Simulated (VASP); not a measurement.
Runs of VASP 6.6.1 on C. The structure is that of space group Im-3m (No. 229), or close to it. The cells are those of the table. 

```tsv
task	cell	k mesh	k mesh for the DOS	occupations for the DOS	gap on the mesh (eV)	pressure (GPa)
single point	a = 1.902 Å, angles 109.5°, 1 atom	22 × 22 × 22	-	-	none	56.6
single point	a = 1.839 Å, angles 109.5°, 1 atom	22 × 22 × 22	-	-	none	107.4
single point	a = 1.772 Å, angles 109.5°, 1 atom	22 × 22 × 22	-	-	none	185.6
single point	a = 2.015 Å, angles 109.5°, 1 atom	22 × 22 × 22	-	-	none	0.7
single point	a = 1.902 Å, angles 109.5°, 1 atom	22 × 22 × 22, shifted	-	-	none	56.7
single point	a = 1.621 Å, angles 109.5°, 1 atom	22 × 22 × 22	-	-	none	(a)
single point	a = 1.960 Å, angles 109.5°, 1 atom	22 × 22 × 22	-	-	none	(b)
```

Alike in all rows: level LDA; potentials or basis VASP PAW LDA potentials, release 64 (C); no spin polarisation; cutoff (eV) 520; smearing fermi-dirac 0.1 eV.

Q: Fill in the values left out.

A: (a) 510.6; (b) 23.2.

A gap of «none» marks levels without a gap at the run's occupations.
